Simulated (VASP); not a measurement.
SiC: relaxation of cell and atoms with RPBE+D4

Crystal: SiC.

```
Si C
1.0
     3.09500    0.00000    0.00000
    -1.54750    2.68035    0.00000
     0.00000    0.00000   15.17000
Si C
6 6
Direct
  0.66667 0.33333 0.45830
  0.33333 0.66667 0.95830
  0.66667 0.33333 0.79170
  0.33333 0.66667 0.29170
  0.00000 0.00000 0.62500
  0.00000 0.00000 0.12500
  0.66667 0.33333 0.33330
  0.33333 0.66667 0.83330
  0.66667 0.33333 0.66670
  0.33333 0.66667 0.16670
  0.00000 0.00000 0.50000
  0.00000 0.00000 0.00000
```

* Program: VASP 6.6.1
* Task: relaxation of cell and atoms
* Functional: RPBE
* Dispersion: D4
* Potentials or basis: VASP PAW PBE potentials, release 64 (Si, C)
* Cutoff: 600 eV
* k mesh: 10 × 10 × 2
* Occupations: fermi-dirac, width 0.05 eV
* Spin: no spin polarisation
* Dipole correction: no
* Further INCAR settings: ALGO = Normal; EDIFF = 1e-07; IBRION = 2; EDIFFG = -0.01; NSW = 60; ISIF = 3

```json
{
 "Relaxed volume": "10.14 Å³/atom",
 "Relaxed cell": "a = 3.060 Å, b = 3.060 Å, c = 15.012 Å, α = 90.00°, β = 90.00°, γ = 120.00°",
 "Space group after relaxing (to 0.1 Å)": "P6_3mc (No. 186)",
 "Energy gained by relaxing": "7.8 meV/atom",
 "Ionic steps": "8",
 "Pressure after relaxing": "0.0 GPa",
 "Largest force after relaxing": "0.005 eV/Å",
 "Band gap on the k mesh": "2.03 eV (least direct gap 3.13 eV)",
 "Dispersion energy per atom": "-0.727 eV"
}
```

Forces on the atoms (eV/Å):
```
Si   0.000  0.000  0.002
Si   0.000  0.000  0.002
Si   0.000  0.000  0.002
Si   0.000  0.000  0.002
Si   0.000  0.000  0.003
Si   0.000  0.000  0.003
C    0.000  0.000 -0.001
C    0.000  0.000 -0.001
C    0.000  0.000 -0.001
C    0.000  0.000 -0.001
C    0.000  0.000 -0.005
C    0.000  0.000 -0.005
```

Step by step:
| step | energy change (eV) | largest force (eV/Å) | pressure (GPa) | volume (Å³) |
| --- | --- | --- | --- | --- |
| 1 | 0.0000 | 0.1491 | -6.95 | 125.85 |
| 2 | 0.0043 | 0.1328 | 7.97 | 117.74 |
| 3 | -0.0931 | 0.0301 | -0.04 | 121.75 |
| 4 | -0.0930 | 0.0317 | 0.11 | 121.66 |
| 5 | -0.0932 | 0.0195 | 0.13 | 121.65 |
| 6 | -0.0932 | 0.0195 | 0.13 | 121.66 |
| 7 | -0.0932 | 0.0103 | -0.09 | 121.78 |
| 8 | -0.0932 | 0.0053 | 0.02 | 121.71 |

Final structure:
```xyz
12
Lattice="3.0597 0.0000 0.0000 -1.5299 2.6498 0.0000 0.0000 0.0000 15.0120" Properties=species:S:1:pos:R:3 pbc="T T T"
Si    1.5299    0.8833    6.8801
Si    0.0000    1.7665   14.3861
Si    1.5299    0.8833   11.8871
Si    0.0000    1.7665    4.3811
Si    0.0000    0.0000    9.3830
Si    0.0000    0.0000    1.8770
C     1.5299    0.8833    5.0035
C     0.0000    1.7665   12.5094
C     1.5299    0.8833   10.0106
C     0.0000    1.7665    2.5046
C     0.0000    0.0000    7.5012
C     0.0000    0.0000   15.0071
```

Levels at points of the mesh, in eV from the valence-band top:
| k point | band 22 | band 23 | band 24 | band 25 | band 26 | band 27 |
| --- | --- | --- | --- | --- | --- | --- |
| (0.00, 0.00, 0.00) | -0.03 | 0.00 | 0.00 | 5.39 | 5.56 | 5.98 |
| (0.50, 0.00, 0.00) | -1.79 | -1.67 | -1.10 | 2.03 | 2.24 | 3.28 |
| (0.00, 0.00, 0.50) | -0.10 | -0.10 | -0.10 | 5.46 | 5.46 | 6.21 |
| (0.50, 0.00, 0.50) | -1.72 | -1.31 | -1.31 | 2.08 | 2.08 | 3.50 |

Run time: 16 min on 1 thread of Intel(R) Xeon(R) Platinum 8488C (Sapphire Rapids), on a shared host, peak memory 0.37 GiB.

Caveat: the PAW data sets were made with another functional, which shifts forces and pressure a little. A k mesh can miss the band edges.
